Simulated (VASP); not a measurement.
# MgO (P6_3/mmc) in VASP: notebook

The runs below take MgO through single point, with PBEsol.

Program: VASP 6.6.1. These are calculated values, not measurements. Logs are shortened: lines on timing, memory, paths and dates and some standing lists are left out, and cuts for length are marked.

### Step 1. The cell of the first run

The structure is hexagonal, space group P6_3/mmc (No. 194). The conventional cell has a = 3.399 Å, b = 3.399 Å, c = 4.387 Å, α = 90.00°, β = 90.00°, γ = 120.00°. Within 2.6 Å of Mg (site symmetry -6m2) lie 5 O at 1.96 to 2.19 Å. Within 2.6 Å of O (site symmetry -6m2) lie 5 Mg at 1.96 to 2.19 Å.

### Step 2. Single point, PBEsol (strain -0.025 along x and y, +0.050 along z)

Input file INCAR:

```
SYSTEM = MgO
ALGO = Normal ; EDIFF = 1E-6
ENCUT = 520 ; GGA = PS
ISIF = 2 ; ISMEAR = 0
LASPH = .TRUE. ; LCHARG = .FALSE.
LREAL = .FALSE. ; LWAVE = .FALSE.
NBANDS = 16 ; NELM = 80
PREC = Accurate ; SIGMA = 0.05
```

Input file KPOINTS:

```
k-points
0
G
  9 9 6
  0 0 0
```

Input file POSCAR:

```
MgO
1.0
    3.3992184161      0.0000000000      0.0000000000
   -1.6996092081      2.9438095014      0.0000000000
    0.0000000000      0.0000000000      4.3869432810
Mg O
2 2
Direct
    0.6666666667      0.3333333333      0.7500000000
    0.3333333333      0.6666666667      0.2500000000
    0.6666666667      0.3333333333      0.2500000000
    0.3333333333      0.6666666667      0.7500000000
```

Potentials or basis: VASP PAW PBE potentials, release 64 (Mg, O).

Launch:

```bash
> cat potpaw_PBE.64/Mg/POTCAR potpaw_PBE.64/O/POTCAR > POTCAR
> mpirun -np 1 vasp_std > vasp.out
```

OUTCAR:

```text
SYSTEM = MgO
   EDIFF = 1E-6
   ENCUT = 520
   GGA = PS
   ISIF = 2
   ISMEAR = 0
   LASPH = .TRUE.
   LREAL = .FALSE.
   NELM = 80
   PREC = Accurate

 ion  position               nearest neighbor table
   1  0.667  0.333  0.750-   4 1.96   4 1.96   4 1.96   3 2.19   3 2.19   2 2.94   2 2.94   2 2.94
                             2 2.94   2 2.94   2 2.94
   2  0.333  0.667  0.250-   3 1.96   3 1.96   3 1.96   4 2.19   4 2.19   1 2.94   1 2.94   1 2.94
                             1 2.94   1 2.94   1 2.94
   3  0.667  0.333  0.250-   2 1.96   2 1.96   2 1.96   1 2.19   1 2.19
   4  0.333  0.667  0.750-   1 1.96   1 1.96   1 1.96   2 2.19   2 2.19

  LATTYP: Found a hexagonal cell.
 ALAT       =     3.3992184161
 C/A-ratio  =     1.2905741097

  Lattice vectors:

 A1 = (   3.3992184161,   0.0000000000,   0.0000000000)
 A2 = (  -1.6996092081,   2.9438095014,   0.0000000000)
 A3 = (   0.0000000000,   0.0000000000,   4.3869432810)

Analysis of symmetry for initial positions (statically):
=====================================================================
 Subroutine PRICEL returns:
 Original cell was already a primitive cell.

 Routine SETGRP: Setting up the symmetry group for a
 hexagonal supercell.

 Subroutine GETGRP returns: Found 24 space group operations
 (whereof 12 operations were pure point group operations)
 out of a pool of 24 trial point group operations.

The static configuration has the point symmetry D_3d.
 The point group associated with its full space group is D_6h.

Analysis of symmetry for dynamics (positions and initial velocities):
=====================================================================
 Subroutine PRICEL returns:
 Original cell was already a primitive cell.

 Routine SETGRP: Setting up the symmetry group for a
 hexagonal supercell.

 Subroutine GETGRP returns: Found 24 space group operations
 (whereof 12 operations were pure point group operations)
 out of a pool of 24 trial point group operations.

The dynamic configuration has the point symmetry D_3d.
 The point group associated with its full space group is D_6h.

 Subroutine INISYM returns: Found 24 space group operations
 (whereof 12 operations are pure point group operations),
 and found     1 'primitive' translations

----------------------------------------------------------------------------------------

                                     Primitive cell

  volume of cell :      43.8986

  direct lattice vectors                    reciprocal lattice vectors
     3.399218416  0.000000000  0.000000000     0.294185274  0.169847947  0.000000000
    -1.699609208  2.943809501  0.000000000     0.000000000  0.339695894  0.000000000
     0.000000000  0.000000000  4.386943281     0.000000000  0.000000000  0.227949152

  length of vectors
     3.399218416  3.399218416  4.386943281     0.339695894  0.339695894  0.227949152

  position of ions in fractional coordinates (direct lattice)
     0.666666667  0.333333333  0.750000000
     0.333333333  0.666666667  0.250000000
     0.666666667  0.333333333  0.250000000
     0.333333333  0.666666667  0.750000000

  ion indices of the primitive-cell ions
   primitive index   ion index
                 1           1
                 2           2
                 3           3
                 4           4

----------------------------------------------------------------------------------------

 KPOINTS: k-points

Automatic generation of k-mesh.
 Grid dimensions read from file:
 generate k-points for:    9    9    6

 Generating k-lattice:

  Cartesian coordinates                     Fractional coordinates (reciprocal lattice)
     0.032687253  0.018871994  0.000000000     0.111111111  0.000000000  0.000000000
     0.000000000  0.037743988  0.000000000     0.000000000  0.111111111  0.000000000
     0.000000000  0.000000000  0.037991525     0.000000000  0.000000000  0.166666667

  Length of vectors
     0.037743988  0.037743988  0.037991525

  Shift w.r.t. Gamma in fractional coordinates (k-lattice)
     0.000000000  0.000000000  0.000000000

 Subroutine IBZKPT returns following result:
 ===========================================

 Found     48 irreducible k-points:

 Following reciprocal coordinates:
            Coordinates               Weight
  0.000000  0.000000  0.000000      1.000000
  0.111111  0.000000  0.000000      6.000000
  0.222222  0.000000  0.000000      6.000000
  0.333333  0.000000  0.000000      6.000000
  0.444444  0.000000  0.000000      6.000000
  0.111111  0.111111  0.000000      6.000000
[... 16 lines left out ...]
  0.333333  0.222222  0.166667     24.000000
  0.333333  0.333333  0.166667      4.000000
 [... further k-points ...]
   k-points           NKPTS =     48   k-points in BZ     NKDIM =     48   number of bands    NBANDS=     16
   number of dos      NEDOS =    301   number of ions     NIONS =      4
   total plane-waves  NPLWV =  28224
   dimension x,y,z NGX =    28 NGY =   28 NGZ =   36
   dimension x,y,z NGXF=    56 NGYF=   56 NGZF=   72
   ions per type =               2   2
   NGX,Y,Z   is equivalent  to a cutoff of  13.69, 13.69, 13.64 a.u.
   NGXF,Y,Z  is equivalent  to a cutoff of  27.39, 27.39, 27.28 a.u.
 SYSTEM =  MgO
   PREC   = accura    normal or accurate (medium, high low for compatibility)
   ISTART =      0    job   : 0-new  1-cont  2-samecut
   ICHARG =      2    charge: 1-file 2-atom 10-const
   ISPIN  =      1    spin polarized calculation?
   LNONCOLLINEAR =      F non collinear calculations
   LSORBIT =      F    spin-orbit coupling
   LASPH  =      T    aspherical Exc in radial PAW
   ENCUT  =  520.0 eV  38.22 Ry    6.18 a.u.   6.32  6.32  8.16*2*pi/ulx,y,z
   NELM   =     80;   NELMIN=  2; NELMDL= -5     # of ELM steps
   EDIFF  = 0.1E-05   stopping-criterion for ELM
   LREAL  =      F    real-space projection
   EDIFFG = 0.1E-04   stopping-criterion for IOM
   NSW    =      0    number of steps for IOM
   IBRION =     -1    ionic relax: 0-MD 1-quasi-New 2-CG
   NFREE  =      0    steps in history (QN), initial steepest desc. (CG)
   ISIF   =      2    stress and relaxation
   ISYM   =      2    0-nonsym 1-usesym 2-fastsym
   POTIM  = 0.5000    time-step for ionic-motion
   TEBEG  =    0.0;   TEEND  =   0.0 temperature during run
   PSTRESS=    0.0 pullay stress
   NELECT =      16.0000    total number of electrons
   NUPDOWN=      -1.0000    fix difference up-down
   EMIN   =  10.00;   EMAX   =-10.00  energy-range for DOS
   EFERMI =   0.00;   METHOD = LEGACY
   ISMEAR =     0;   SIGMA  =   0.05  broadening in eV -4-tet -1-fermi 0-gaus
   EFERMI_NEDOS =   21; number of points for ismear=-14 and -15
   IALGO  =     38    algorithm
   IMIX   =      4    mixing-type and parameters
     AMIX     =   0.40;   BMIX     =  1.00
     AMIX_MAG =   1.60;   BMIX_MAG =  1.00
  volume/ion in A,a.u.               =      10.97        74.06
  Fermi-wavevector in a.u.,A,eV,Ry     =   1.169404  2.209853 18.606044  1.367506
  Thomas-Fermi vector in A             =   2.305877
   LORBIT       =      0    0 simple, 1 ext, 2 COOP (PROOUT), +10 PAW based schemes
   GGA     = PS    functional components
   LHFCALC =     F    Hartree Fock is set to
   AEXX    =    0.0000 exact exchange contribution
   IVDW    =     0    specifies the selected vdW correction
   LEPSILON=     F    determine dielectric tensor
   LRPA    =     F    only Hartree local field effects (RPA)
 non-spin polarized calculation
 Gauss-broadening in eV      SIGMA  =   0.05
  energy-cutoff  :      520.00
  volume of cell :       43.90
 maximum number of plane-waves:      1205
 NGX is ok and might be reduce to    28
   NGX = 13   NGY = 13   NGZ = 17

 number of electron      15.9999997 magnetization

 Free energy of the ion-electron system (eV)
  ---------------------------------------------------
  ext. energy  EPLUGINS =         0.00000000
  ---------------------------------------------------
  free energy    TOTEN  =       -24.67556490 eV

  energy without entropy =      -24.67556490  energy(sigma->0) =      -24.67556490

 E-fermi :   2.2980     XC(G=0): -10.3350

 val. band max:        1.9942003444   @ k =   0.0000   0.0000   0.0000
 cond. band min:       5.2367506523   @ k =   0.0000   0.0000   0.0000
 fundamental gap:      3.2425503079
 Fermi energy:         2.2979782045

 k-point     1 :       0.0000    0.0000    0.0000
  band No.  band energies     occupation
      1     -14.9554      2.00000
      2     -13.6553      2.00000
      3      -1.9231      2.00000
      4       0.2648      2.00000
      5       0.2648      2.00000
      6       1.0131      2.00000
[... 8 lines left out ...]
     15      17.6711      0.00000
     16      17.7136      0.00000

 k-point     2 :       0.1111    0.0000    0.0000
  band No.  band energies     occupation
      1     -14.8896      2.00000
      2     -13.6545      2.00000
      3      -1.8153      2.00000
      4       0.0344      2.00000
      5       0.1726      2.00000
      6       0.6876      2.00000
[... 8 lines left out ...]
     15      16.9963      0.00000
     16      17.0617      0.00000

 k-point     3 :       0.2222    0.0000    0.0000
  band No.  band energies     occupation
      1     -14.7091      2.00000
      2     -13.6641      2.00000
      3      -1.5060      2.00000
      4      -0.6238      2.00000
      5      -0.0193      2.00000
      6       0.2166      2.00000
[... 8 lines left out ...]
     15      15.9781      0.00000
     16      16.1936      0.00000

 k-point     4 :       0.3333    0.0000    0.0000
  band No.  band energies     occupation
      1     -14.4658      2.00000
      2     -13.7090      2.00000
      3      -1.3215      2.00000
      4      -1.0459      2.00000
      5      -0.1987      2.00000
      6      -0.1200      2.00000
[... 8 lines left out ...]
     15      15.9284      0.00000
     16      16.4076      0.00000
[... 324 lines left out ...]
 k-point    22 :       0.2222    0.2222    0.1667
  band No.  band energies     occupation
      1     -14.2926      2.00000
      2     -13.7784      2.00000
      3      -1.3976      2.00000
      4      -1.3123      2.00000
      5      -0.2126      2.00000
      6       0.0301      2.00000
[... 8 lines left out ...]
     15      15.5946      0.00000
     16      17.6183      0.00000

 k-point    23 :       0.3333    0.2222    0.1667
  band No.  band energies     occupation
      1     -14.1095      2.00000
      2     -13.8546      2.00000
      3      -1.6670      2.00000
      4      -1.0391      2.00000
      5      -0.6297      2.00000
      6       0.3051      2.00000
[... 8 lines left out ...]
     15      15.4455      0.00000
     16      17.7366      0.00000

 k-point    24 :       0.3333    0.3333    0.1667
  band No.  band energies     occupation
      1     -13.9635      2.00000
      2     -13.9635      2.00000
      3      -1.6086      2.00000
      4      -0.9202      2.00000
      5      -0.9202      2.00000
      6       0.4866      2.00000
[... 8 lines left out ...]
     15      15.4059      0.00000
     16      18.6884      0.00000

 [... further k-points ...]
[... 5 lines left out ...]
  --------------------------------------------------------------------------------------
  -------------------------------------------------------------------------------------
  Total        1.6444334      1.6444334     -1.6428463     -0.0000000     -0.0000000      0.0000000
  in kB       60.0172471     60.0172471    -59.9593238     -0.0000000     -0.0000000      0.0000000
  external PRESSURE =      20.0250568 kB  Pullay stress =       0.0000000 kB

 VOLUME and BASIS-vectors are now :
 -----------------------------------------------------------------------------
  energy-cutoff  :      520.00
  volume of cell :       43.90
      direct lattice vectors                 reciprocal lattice vectors
     3.399218416  0.000000000  0.000000000     0.294185274  0.169847947  0.000000000
    -1.699609208  2.943809501  0.000000000     0.000000000  0.339695894  0.000000000
     0.000000000  0.000000000  4.386943281     0.000000000  0.000000000  0.227949152

 POSITION                                       TOTAL-FORCE (eV/Angst)
 -----------------------------------------------------------------------------------
      1.69961      0.98127      3.29021        -0.000000      0.000000      0.000000
     -0.00000      1.96254      1.09674         0.000000      0.000000      0.000000
      1.69961      0.98127      1.09674         0.000000     -0.000000      0.000000
     -0.00000      1.96254      3.29021        -0.000000     -0.000000      0.000000
 -----------------------------------------------------------------------------------
    total drift:                                0.000000     -0.000000      0.000000

  FREE ENERGIE OF THE ION-ELECTRON SYSTEM (eV)
  ---------------------------------------------------
  free  energy   TOTEN  =       -24.6755648980 eV

  energy  without entropy=      -24.6755648980  energy(sigma->0) =      -24.67556490
```

Run time: 59 s. Hardware: 1 thread of AMD EPYC 7R13, shared host; peak memory 0.16 GiB.

What came out:

- Free energy: -24.6756 eV
- Pressure: 2.0 GPa
- Band gap on the k mesh: 3.24 eV, direct

Stress tensor (GPa, compression positive):
```
 6.00  0.00  0.00
 0.00  6.00  0.00
 0.00  0.00 -6.00
```

Levels at points of the mesh, in eV from the valence-band top:
```
           k point  band 4  band 5  band 6  band 7  band 8  band 9  band 10  band 11  band 12  band 13
(0.00, 0.00, 0.00)   -1.73   -1.73   -0.98   -0.98    0.00    3.24     9.13    11.40    12.88    12.88
(0.00, 0.00, 0.50)   -2.52   -1.37   -1.37   -1.37   -1.37    6.23     6.23    13.24    13.24    13.24
```

Caveat: the cell differs from its parent crystal (strain -0.025 along x and y, +0.050 along z); the PAW data sets were made with another functional, which shifts forces and pressure a little.

### Step 3. Single point, PBEsol (strain +0.025 along x and y, -0.050 along z)

Input file INCAR:

```
ALGO     = Normal         # electronic algorithm
EDIFF    = 1E-6           # SCF threshold, eV
ENCUT    = 520            # plane-wave cutoff, eV
GGA      = PS             # functional
ISIF     = 2              # what is computed and relaxed
ISMEAR   = 0              # smearing method
LASPH    = T              # aspherical terms in the spheres
LCHARG   = T              # write CHGCAR
LELF     = T              # ELF
LREAL    = F              # projectors in reciprocal space
LVHAR    = T            
LWAVE    = F              # write WAVECAR
NBANDS   = 16             # bands
NELM     = 100            # most SCF steps
PREC     = Accurate       # precision mode
SIGMA    = 0.05           # smearing width, eV
```

Input file KPOINTS:

```
k-points
0
Gamma
  9 9 6
```

Input file POSCAR:

```
MgO
1.0
    3.5735373093      0.0000000000      0.0000000000
   -1.7867686547      3.0947740912      0.0000000000
    0.0000000000      0.0000000000      3.9691391590
Mg O
2 2
Direct
    0.6666666667      0.3333333333      0.7500000000
    0.3333333333      0.6666666667      0.2500000000
    0.6666666667      0.3333333333      0.2500000000
    0.3333333333      0.6666666667      0.7500000000
```

Potentials or basis: VASP PAW PBE potentials, release 64 (Mg, O).

Launch:

```bash
> cat potpaw_PBE.64/Mg/POTCAR potpaw_PBE.64/O/POTCAR > POTCAR
> mpirun -np 1 vasp_std > vasp.out
```

Run time: 46 s. Hardware: 1 thread of Intel Xeon 8259CL, shared host; peak memory 0.18 GiB.

The run converged. Its results:

| Property | Result |
| --- | --- |
| Free energy | -24.6433 eV |
| Pressure | 3.2 GPa |
| Band gap on the k mesh | 3.41 eV, direct |

Stress tensor (GPa, compression positive):
```
-2.48  0.00  0.00
 0.00 -2.48  0.00
 0.00  0.00 14.62
```

Levels at points of the mesh, in eV from the valence-band top:
| k point | band 5 | band 6 | band 7 | band 8 | band 9 | band 10 | band 11 | band 12 |
| --- | --- | --- | --- | --- | --- | --- | --- | --- |
| (0.00, 0.00, 0.00) | -1.77 | -0.62 | -0.62 | 0.00 | 3.41 | 9.86 | 12.08 | 12.08 |
| (0.00, 0.00, 0.50) | -1.22 | -1.22 | -1.22 | -1.22 | 6.53 | 6.53 | 12.43 | 12.43 |

Caveat: the cell differs from its parent crystal (strain +0.025 along x and y, -0.050 along z); the PAW data sets were made with another functional, which shifts forces and pressure a little.
